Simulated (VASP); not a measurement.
Sb:

```
Sb
1.0
     6.23564    0.00000    0.00000
     0.00000    6.23564    0.00000
     0.00000    0.00000    6.23564
Sb
8
Direct
  0.50000 0.50000 0.50000
  0.00000 0.00000 0.00000
  0.25000 0.00000 0.50000
  0.50000 0.25000 0.00000
  0.50000 0.75000 0.00000
  0.75000 0.00000 0.50000
  0.00000 0.50000 0.75000
  0.00000 0.50000 0.25000
```

| Quantity | Value |
| --- | --- |
| Program | VASP 6.6.1 |
| Task | relaxation of cell and atoms |
| Functional | PBEsol |
| Potentials or basis | VASP PAW PBE potentials, release 64 (Sb) |
| Cutoff | 600 eV |
| k mesh | 4 × 4 × 4 |
| Occupations | gaussian, width 0.1 eV |
| Spin | no spin polarisation |

At the start: pressure -6.2 GPa; volume 30.31 Å³/atom.

**Question.** Where does the relaxation end?

**Answer.** Over 3 steps the energy falls by 78.8 meV/atom and the volume is 26.68 Å³/atom (-12.0 %); space group Pm-3n (No. 223, to 0.1 Å) before and after.

The path:
```
step  energy change (eV)  largest force (eV/Å)  pressure (GPa)  volume (Å³)
   1              0.0000                0.0000           -6.17       242.46
   2             -0.5338                0.0000            3.34       203.76
   3             -0.6308                0.0000            0.02       213.41
```

Final structure:
```cif
data_structure
_symmetry_space_group_name_H-M 'P 1'
_symmetry_Int_Tables_number 1
_cell_length_a 5.9759
_cell_length_b 5.9759
_cell_length_c 5.9759
_cell_angle_alpha 90.000
_cell_angle_beta 90.000
_cell_angle_gamma 90.000
_cell_volume 213.41
loop_
_atom_site_label
_atom_site_type_symbol
_atom_site_fract_x
_atom_site_fract_y
_atom_site_fract_z
_atom_site_occupancy
Sb1 Sb 0.50000 0.50000 0.50000 1
Sb2 Sb 0.00000 0.00000 0.00000 1
Sb3 Sb 0.25000 0.00000 0.50000 1
Sb4 Sb 0.50000 0.25000 0.00000 1
Sb5 Sb 0.50000 0.75000 0.00000 1
Sb6 Sb 0.75000 0.00000 0.50000 1
Sb7 Sb 0.00000 0.50000 0.75000 1
Sb8 Sb 0.00000 0.50000 0.25000 1
```

Caveat: the highest band is partly filled, so the run has too few bands; the PAW data sets were made with another functional, which shifts forces and pressure a little.
